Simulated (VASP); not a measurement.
## La3Tl: electric field gradients with LDA

La3Tl:

```
La Tl
1.0
     5.00940    0.00000    0.00000
     0.00000    5.00940    0.00000
     0.00000    0.00000    5.06000
La Tl
3 1
Direct
  0.00000 0.50000 0.50000
  0.50000 0.00000 0.50000
  0.50000 0.50000 0.00000
  0.00000 0.00000 0.00000
```

This cell differs from its parent crystal: equal xx and yy strain of -1 %.

```
Program                : VASP 6.6.1
Task                   : electric field gradients
Functional             : LDA
Potentials or basis    : VASP PAW LDA potentials, release 64 (La, Tl_d)
Cutoff                 : 520 eV
k mesh                 : 8 × 8 × 8
Occupations            : fermi-dirac, width 0.08 eV
Spin                   : no spin polarisation
Dipole correction      : no
Further INCAR settings : ALGO = Normal; EDIFF = 1e-08; NBANDS = 31
```

- Pressure: -2.9 GPa
- Band gap on the k mesh: zero (bands 23 and 24 overlap by 1.09 eV)
- Largest electric field gradient by atom: La +131.2, +140.9 (each value once); Tl +8.5 V/Å²

Stress tensor (GPa, compression positive):
```
-2.86  0.00  0.00
 0.00 -2.86  0.00
 0.00  0.00 -3.13
```

Levels at points of the mesh, in eV from the Fermi level:
```tsv
k point	band 21	band 22	band 23	band 24	band 25	band 26
(0.00, 0.00, 0.00)	-0.84	-0.83	-0.81	-0.76	0.78	0.81
(0.50, 0.00, 0.00)	-0.78	-0.73	-0.63	0.71	1.06	1.07
(0.50, 0.50, 0.00)	-1.32	-0.08	-0.08	0.31	0.63	1.02
(0.00, 0.00, 0.50)	-0.73	-0.73	-0.64	0.70	1.03	1.10
(0.50, 0.00, 0.50)	-1.35	-0.10	-0.07	0.27	0.67	1.01
(0.50, 0.50, 0.50)	-1.05	0.33	0.33	0.33	1.16	1.32
```

Electric field gradients, principal values (V/Å²):
| atom | least | middle | greatest (by size) |
| --- | --- | --- | --- |
| 1 La | -63.176 | -68.065 | 131.242 |
| 2 La | -63.176 | -68.065 | 131.242 |
| 3 La | -70.441 | -70.441 | 140.882 |
| 4 Tl | -4.234 | -4.234 | 8.468 |

It took 7.2 min on 1 thread of Intel(R) Xeon(R) Platinum 8259CL CPU @ 2.50GHz (Skylake/Cascade Lake), on a shared host, peak memory 0.41 GiB.

Caveat: the cell differs from its parent crystal (equal xx and yy strain of -1 %); without QUAD_EFG the Cq values of the log hold for a quadrupole moment of 1 mb, not for the nuclei; spin-orbit coupling is left out, which moves the levels of the heavy elements.
